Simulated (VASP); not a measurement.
Write the native input for VASP 6.6.1 that does the following.

```yaml
Task: single point
Functional: PBE
Potentials_or_basis: VASP PAW PBE potentials, release 64 (Ge_d)
Cutoff: 520 eV
k_mesh: 9 × 9 × 1
Occupations: gaussian, width 0.1 eV
Spin: no spin polarisation
Dipole_correction: yes
Further_INCAR_settings: ALGO = Normal; EDIFF = 1e-06; NBANDS = 36
```

The structure of Ge lies in POSCAR:

```
Ge
1.0
    4.0740542171      0.0000000000      0.0000000000
   -2.0370271085      3.5282344484      0.0000000000
    0.0000000000      0.0000000000     18.1580641734
Ge
4
Direct
    0.3333333333      0.6666666667      0.3855036491
    0.0000000000      0.0000000000      0.4313021895
    0.0000000000      0.0000000000      0.5774598495
    0.6666666667      0.3333333333      0.6190263718
```

The input as run:

INCAR

```
PREC     = Accurate       # precision mode
ENCUT    = 520            # plane-wave cutoff, eV
EDIFF    = 1E-6           # SCF threshold, eV
ISMEAR   = 0              # smearing method
SIGMA    = 0.1            # smearing width, eV
LREAL    = F              # projectors in reciprocal space
LASPH    = T              # aspherical terms in the spheres
NELM     = 60             # most SCF steps
ALGO     = Normal         # electronic algorithm
ISIF     = 2              # what is computed and relaxed
LWAVE    = F              # write WAVECAR
LCHARG   = T              # write CHGCAR
LDIPOL   = T            
IDIPOL   = 3            
DIPOL    = 0.5 0.5 0.503
GGA      = PE             # functional
LELF     = T              # ELF
LVHAR    = T            
LVACPOTAV= T            
NBANDS   = 36             # bands
```

KPOINTS

```
regular mesh
0
Gamma
  9 9 1
```

Potentials or basis: VASP PAW PBE potentials, release 64 (Ge_d).

The run is started by

```bash
$ cat potpaw_PBE.64/Ge_d/POTCAR > POTCAR
$ mpirun -np 1 vasp_std > vasp.out
```

It gave:

* Largest force: 0.284 eV/Å
* Band gap on the k mesh: zero (band 28 reaches -1.38 eV, above the bottom of band 29 at -1.47 eV)

Wall time 110 s on 1 thread of Intel(R) Xeon(R) 6975P-C (Granite Rapids) (shared host), peak memory 0.39 GiB.
